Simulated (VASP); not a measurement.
**MoS2: single point with PBEsol+U**

MoS2, a slab with vacuum:

```
Mo S
1.0
     3.14146    0.00000    0.00000
    -1.57073    2.72059    0.00000
     0.00000    0.00000   17.33722
Mo S
1 2
Direct
  0.00000 0.00000 0.00000
  0.33333 0.66667 0.91015
  0.33333 0.66667 0.08985
```

* Program: VASP 6.6.1
* Task: single point
* Functional: PBEsol
* Potentials or basis: VASP PAW PBE potentials, release 64 (Mo_sv, S)
* Cutoff: 520 eV
* k mesh: 10 × 10 × 2
* Occupations: fermi-dirac, width 0.05 eV
* Spin: no spin polarisation
* Hubbard terms: Mo d U = 1.0 eV
* Dipole correction: no
* Further INCAR settings: ALGO = Normal; EDIFF = 1e-07; NBANDS = 20

The largest force is 0.072 eV/Å and the band gap on the k mesh is 2.02 eV (least direct gap 2.06 eV).

Forces in eV/Å, atoms in the order of the input:
```
Mo   0.000  0.000  0.000
S    0.000  0.000 -0.072
S    0.000  0.000  0.072
```

Levels at points of the mesh, in eV from the valence-band top:
```
           k point  band 11  band 12  band 13  band 14  band 15  band 16
(0.00, 0.00, 0.00)    -1.37    -1.37     0.00     2.98     2.98     3.25
(0.50, 0.00, 0.00)    -1.85    -0.82    -0.59     2.50     2.99     4.04
(0.00, 0.00, 0.50)    -1.37    -1.37     0.00     2.98     2.98     3.25
(0.50, 0.00, 0.50)    -1.85    -0.82    -0.59     2.50     2.99     4.04
```

Eigenvalues of the final occupation matrices:
| site | spin | trace | eigenvalues |
| --- | --- | --- | --- |
| site 1 d | 1 | 2.02 | 0.39 0.39 0.40 0.40 0.42 |
| site 1 d | 2 | 2.02 | 0.39 0.39 0.40 0.40 0.42 |

It took 58 s on 1 thread of Intel(R) Xeon(R) 6975P-C (Granite Rapids), with other jobs on the host, peak memory 0.29 GiB.

Caveat: the PAW data sets were made with another functional, which shifts forces and pressure a little.
